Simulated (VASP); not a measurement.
# NaF (F-43m) in VASP: further runs, part 2 of 2

VASP 6.6.1.

### Step 4. Single point, PBE-based screened hybrid with 75 % exact exchange

Input file POSCAR:

```
NaF
1.0
    0.0000000000      2.5312613597      2.5312613597
    2.5312613597      0.0000000000      2.5312613597
    2.5312613597      2.5312613597      0.0000000000
Na F
1 1
Direct
    0.0000000000      0.0000000000      0.0000000000
    0.2500000000      0.2500000000      0.2500000000
```

Input file INCAR.step1:

```
PREC     = Accurate       # precision mode
ENCUT    = 520            # plane-wave cutoff, eV
EDIFF    = 1E-5           # SCF threshold, eV
ISMEAR   = 0              # smearing method
SIGMA    = 0.01           # smearing width, eV
LREAL    = False          # projectors in reciprocal space
LASPH    = True           # aspherical terms in the spheres
NELM     = 100            # most SCF steps
ALGO     = Normal         # electronic algorithm
ISIF     = 2              # what is computed and relaxed
LWAVE    = True           # write WAVECAR
LCHARG   = False          # write CHGCAR
GGA      = PE             # functional
NBANDS   = 14             # bands
```

Input file INCAR.step2:

```
PREC     = Accurate       # precision mode
ENCUT    = 520            # plane-wave cutoff, eV
EDIFF    = 1E-6           # SCF threshold, eV
ISMEAR   = 0              # smearing method
SIGMA    = 0.01           # smearing width, eV
LREAL    = False          # projectors in reciprocal space
LASPH    = True           # aspherical terms in the spheres
NELM     = 100            # most SCF steps
ALGO     = Normal         # electronic algorithm
ISIF     = 2              # what is computed and relaxed
LWAVE    = False          # write WAVECAR
LCHARG   = False          # write CHGCAR
GGA      = PE             # functional
LHFCALC  = True           # exact exchange
AEXX     = 0.75           # exact-exchange fraction
HFSCREEN = 0.3            # screening, 1/A
PRECFOCK = Normal       
ISTART   = 1            
NBANDS   = 14             # bands
```

Input file KPOINTS:

```
Automatic mesh
0
Gamma
  4 4 4
```

Potentials or basis: VASP PAW PBE potentials, release 64 (Na_pv, F).

On the command line:

```
$ cat potpaw_PBE.64/Na_pv/POTCAR potpaw_PBE.64/F/POTCAR > POTCAR
$ cp INCAR.step1 INCAR
$ mpirun -np 1 vasp_std > vasp.out
$ cp INCAR.step2 INCAR
$ mpirun -np 1 vasp_std > vasp.out
```

OUTCAR:

```text
PREC = Accurate
   ENCUT = 520
   EDIFF = 1E-6
   ISMEAR = 0
   LREAL = False
   LASPH = True
   NELM = 100
   ISIF = 2
   GGA = PE
   LHFCALC = True
   AEXX = 0.75
   HFSCREEN = 0.3
   PRECFOCK = Normal
   ISTART = 1

 ion  position               nearest neighbor table
   1  0.000  0.000  0.000-   2 2.19   2 2.19   2 2.19   2 2.19
   2  0.250  0.250  0.250-   1 2.19   1 2.19   1 2.19   1 2.19

  LATTYP: Found a face centered cubic cell.
 ALAT       =     5.0625227194

  Lattice vectors:

 A1 = (   0.0000000000,   2.5312613597,   2.5312613597)
 A2 = (   2.5312613597,   0.0000000000,   2.5312613597)
 A3 = (   2.5312613597,   2.5312613597,   0.0000000000)

Analysis of symmetry for initial positions (statically):
=====================================================================
 Subroutine PRICEL returns:
 Original cell was already a primitive cell.

 Routine SETGRP: Setting up the symmetry group for a
 face centered cubic supercell.

 Subroutine GETGRP returns: Found 24 space group operations
 (whereof 24 operations were pure point group operations)
 out of a pool of 48 trial point group operations.

The static configuration has the point symmetry T_d .

Analysis of symmetry for dynamics (positions and initial velocities):
=====================================================================
 Subroutine PRICEL returns:
 Original cell was already a primitive cell.

 Routine SETGRP: Setting up the symmetry group for a
 face centered cubic supercell.

 Subroutine GETGRP returns: Found 24 space group operations
 (whereof 24 operations were pure point group operations)
 out of a pool of 48 trial point group operations.

The dynamic configuration has the point symmetry T_d .

 Subroutine INISYM returns: Found 24 space group operations
 (whereof 24 operations are pure point group operations),
 and found     1 'primitive' translations

[... 113 lines left out ...]
   IVDW    =     0    specifies the selected vdW correction
   LEPSILON=     F    determine dielectric tensor
   LRPA    =     F    only Hartree local field effects (RPA)
 non-spin polarized calculation
 Gauss-broadening in eV      SIGMA  =   0.01
  energy-cutoff  :      520.00
  volume of cell :       32.44
 maximum number of plane-waves:       893
 NGX is ok and might be reduce to    28
  NGX = 20; NGY = 20; NGZ = 20

 number of electron      13.9999982 magnetization

 Free energy of the ion-electron system (eV)
  ---------------------------------------------------
  ext. energy  EPLUGINS =         0.00000000
  ---------------------------------------------------
  free energy    TOTEN  =       -13.21165557 eV

  energy without entropy =      -13.21165557  energy(sigma->0) =      -13.21165557

 E-fermi :  -7.8783     XC(G=0):  -4.1183

 val. band max:       -7.9790980451   @ k =   0.0000   0.0000   0.0000
 cond. band min:       3.0948247272   @ k =   0.0000   0.0000   0.0000
 fundamental gap:     11.0739227723
 Fermi energy:        -7.8783408929

 k-point     1 :       0.0000    0.0000    0.0000
  band No.  band energies     occupation
      1     -31.2432      2.00000
      2     -30.9689      2.00000
      3     -30.9689      2.00000
      4     -30.9689      2.00000
      5      -7.9791      2.00000
      6      -7.9791      2.00000
      7      -7.9791      2.00000
      8       3.0948      0.00000
      9      17.4474      0.00000
     10      17.4474      0.00000
     11      17.4474      0.00000
     12      19.1579      0.00000
     13      19.1579      0.00000
     14      19.1579      0.00000
[... 105 lines left out ...]
      1     -31.8704      2.00000
      2     -31.0062      2.00000
      3     -30.9955      2.00000
      4     -30.2158      2.00000
      5      -8.4494      2.00000
      6      -8.4304      2.00000
      7      -8.1731      2.00000
      8       8.0901      0.00000
      9       9.7921      0.00000
     10      12.9282      0.00000
     11      13.0682      0.00000
     12      20.0138      0.00000
     13      20.4196      0.00000
     14      21.8627      0.00000

------------------------ aborting loop because EDIFF is reached ----------------------------------------

  FORCE on cell =-STRESS in cart. coord.  units (eV):
  Direction    XX          YY          ZZ          XY          YZ          ZX
  --------------------------------------------------------------------------------------
  -------------------------------------------------------------------------------------
  Total       -0.2008172     -0.2008172     -0.2008172      0.0000000      0.0000000      0.0000000
  in kB       -9.9190612     -9.9190612     -9.9190612      0.0000000      0.0000000      0.0000000
  external PRESSURE =      -9.9190612 kB  Pullay stress =       0.0000000 kB

 VOLUME and BASIS-vectors are now :
 -----------------------------------------------------------------------------
  energy-cutoff  :      520.00
  volume of cell :       32.44
      direct lattice vectors                 reciprocal lattice vectors
     0.000000000  2.531261360  2.531261360    -0.197529978  0.197529978  0.197529978
     2.531261360  0.000000000  2.531261360     0.197529978 -0.197529978  0.197529978
     2.531261360  2.531261360  0.000000000     0.197529978  0.197529978 -0.197529978

 POSITION                                       TOTAL-FORCE (eV/Angst)
 -----------------------------------------------------------------------------------
      0.00000      0.00000      0.00000         0.000000     -0.000000     -0.000000
      1.26563      1.26563      1.26563        -0.000000      0.000000      0.000000
 -----------------------------------------------------------------------------------
    total drift:                               -0.000003     -0.000003     -0.000003

  FREE ENERGIE OF THE ION-ELECTRON SYSTEM (eV)
  ---------------------------------------------------
  free  energy   TOTEN  =       -13.2116555679 eV

  energy  without entropy=      -13.2116555679  energy(sigma->0) =      -13.21165557
```

OUTCAR.step1:

```text
PREC = Accurate
   ENCUT = 520
   EDIFF = 1E-5
   ISMEAR = 0
   LREAL = False
[... 340 lines left out ...]
      0.00000      0.00000      0.00000        -0.000000     -0.000000     -0.000000
      1.26563      1.26563      1.26563         0.000000      0.000000      0.000000
 -----------------------------------------------------------------------------------
    total drift:                               -0.000000     -0.000000     -0.000000

  FREE ENERGIE OF THE ION-ELECTRON SYSTEM (eV)
  ---------------------------------------------------
  free  energy   TOTEN  =        -8.3835856275 eV

  energy  without entropy=       -8.3835856275  energy(sigma->0) =       -8.38358563
```

Run time: 3.2 min. Hardware: 1 thread of Intel Xeon Platinum 8259CL at 2.50GHz (Skylake/Cascade Lake), shared host; peak memory 0.24 GiB.

What came out:

* Free energy: -13.2117 eV
* Pressure: -1.0 GPa
* Band gap on the k mesh: 11.07 eV

Levels at points of the mesh, in eV from the valence-band top:
```
           k point  band 3  band 4  band 5  band 6  band 7  band 8  band 9  band 10  band 11  band 12
(0.00, 0.00, 0.00)  -22.99  -22.99    0.00    0.00    0.00   11.07   25.43    25.43    25.43    27.14
(0.50, 0.00, 0.00)  -23.00  -22.37   -0.79   -0.05   -0.05   15.47   16.71    23.11    23.11    26.32
(0.50, 0.50, 0.00)  -23.02  -22.24   -0.75   -0.17   -0.17   15.41   17.70    22.53    23.31    23.31
```

Caveat: the k points lie up to 0.54 Å⁻¹ apart; the structure was generated, so it needn't be the stable form of NaF; the PAW data sets were made with another functional, which shifts forces and pressure a little.

### Step 5. Summary

| level | share of exact exchange | screening parameter | gap on the mesh (eV) | pressure (GPa) |
| --- | --- | --- | --- | --- |
| PBE-based screened hybrid with 10 % exact exchange | 0.1 | 0.1 1/Å | 6.57 | 1.5 |
| PBE-based screened hybrid with 5 % exact exchange | 0.05 | 0.2078 1/Å | 6.01 | 1.7 |
| PBE-based screened hybrid with 75 % exact exchange | 0.75 | 0.3 1/Å | 11.07 | -1.0 |

Alike in all rows: task single point; potentials or basis VASP PAW PBE potentials, release 64 (Na_pv, F); no spin polarisation; cell as given; k mesh 4 × 4 × 4; cutoff (eV) 520; smearing gaussian 0.01 eV.

Caveats: all runs use coarse meshes; the structure was generated, so it needn't be the stable form of NaF; the PAW data sets were made with another functional, which shifts forces and pressure a little.

Total energies depend on the potentials used, so only differences within one code and one set of settings carry meaning.
